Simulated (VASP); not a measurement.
A run of VASP 6.6.1:

The input INCAR:

```
  PREC = Accurate
  ENCUT = 520
  EDIFF = 1E-7
  ISMEAR = 0
  SIGMA = 0.1
  LREAL = F
  LASPH = T
  NELM = 60
  ALGO = Normal
  ISIF = 2
  LWAVE = F
  LCHARG = T
  GGA = PE
  LELF = T
  LVHAR = T
  NBANDS = 16
```

The input KPOINTS:

```
Automatic mesh
0
Gamma
  6 6 2
```

File POSCAR:

```
SiC3
1.0
    2.6667169800      0.0000000000      0.0000000000
    0.0000000000      2.6667169800      0.0000000000
    0.0000000000      0.0000000000      7.5426146400
Si C
1 3
Direct
    0.0000000000      0.0000000000      0.5000000000
    0.0000000000      0.0000000000      0.0000000000
    0.5000000000      0.5000000000      0.7500000000
    0.5000000000      0.5000000000      0.2500000000
```

Potentials or basis: VASP PAW PBE potentials, release 64 (Si, C).

The run is started by

```bash
$ cat potpaw_PBE.64/Si/POTCAR potpaw_PBE.64/C/POTCAR > POTCAR
$ mpirun -np 1 vasp_std > vasp.out
```

Hardware: 1 thread of Intel Xeon 8259CL, with other jobs on the host.

Question: How long does it take, and how much memory?

Answer: It took 24 s on 1 thread of Intel Xeon 8259CL (shared host), peak memory 0.16 GiB. Counts: scf iterations 14, k points 20.
